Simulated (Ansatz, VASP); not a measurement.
**SrTiO3 in VASP and in Ansatz**

Contents of POSCAR:

```
SrTiO3
1.0
    3.7115089351      0.0000000000      0.0000000000
    0.0000000000      3.9068515106      0.0000000000
    0.0000000000      0.0000000000      3.9068515106
Sr Ti O
1 1 3
Direct
    0.0000000000      0.0000000000      0.0000000000
    0.5000000000      0.5000000000      0.5000000000
    0.5000000000      0.5000000000      0.0000000000
    0.5000000000      0.0000000000      0.5000000000
    0.0000000000      0.5000000000      0.5000000000
```

Contents of INCAR.step1:

```
SYSTEM = SrTiO3
PREC = Accurate ; ENCUT = 660
ISMEAR = 0 ; SIGMA = 0.01
LREAL = .False. ; LASPH = .True.
NELM = 120 ; NBANDS = 28
GGA = PE ; ALGO = Normal
EDIFF = 1E-5 ; LWAVE = .True.
LCHARG = .False. ; GGA_COMPAT = .False.
```

File INCAR.step2:

```
SYSTEM = SrTiO3
PREC = Accurate ; ENCUT = 660
EDIFF = 1E-6 ; ISMEAR = 0
SIGMA = 0.01 ; LREAL = .False.
LASPH = .True. ; NELM = 120
ALGO = Normal ; ISIF = 2
LWAVE = .False. ; LCHARG = .True.
METAGGA = R2SCAN ; LMIXTAU = .True.
LELF = .True. ; LVHAR = .True.
NBANDS = 28 ; ISTART = 1
GGA_COMPAT = .False.
```

File KPOINTS:

```
regular mesh
0
Gamma
  8 6 6
  0 0 0
```

Input for Ansatz:

```yaml
crystal:
  lattice:
    - [3.7115089351, 0.0, 0.0]
    - [0.0, 3.9068515106, 0.0]
    - [0.0, 0.0, 3.9068515106]
  atoms:
    - { symbol: Sr, position: [0.0, 0.0, 0.0] }
    - { symbol: Ti, position: [0.5, 0.5, 0.5] }
    - { symbol: O, position: [0.5, 0.5, 0.0] }
    - { symbol: O, position: [0.5, 0.0, 0.5] }
    - { symbol: O, position: [0.0, 0.5, 0.5] }
kpoints:
  mp_grid: { grid: [8, 6, 6] }
  band_path:
    path: [[0.0, 0.0, 0.0], [0.0, 0.5, 0.0], [0.5, 0.5, 0.0], [0.5, 0.5, 0.5]]
    npoints: 1
hamiltonian:
  xc: r2scan
scf:
  occupations: { method: fixed }
  n_extra_bands: 5
output:
  forces: true
  stress: true
  eigenvalues: true
```

Change from the starting cell: uniaxial_x strain -5.0%.

Alike in both runs: task single point; functional r2SCAN; k mesh 8 × 6 × 6; no spin polarisation.

|  | VASP | Ansatz |
| --- | --- | --- |
| version | VASP 6.6.1 | Ansatz 0.2.0 |
| potentials or method | VASP PAW PBE potentials, release 64 (Sr_sv, Ti_sv, O) | plane waves, PAW |
| plane-wave cutoff (eV) | 660 | 500 |
| occupations | gaussian, width 0.01 eV | fixed |
| valence electrons in the cell | 40 | 40 |

```csv
,VASP,Ansatz,Ansatz less VASP
gap on the k mesh at the Fermi level (eV),2.30,2.29,-0.007
pressure (GPa),12.6,11.8,-0.88
"traceless stress, the component that is largest in VASP (GPa)",11.45,11.29,-0.156
```

VASP's potentials were made for PBE, not for r2SCAN.
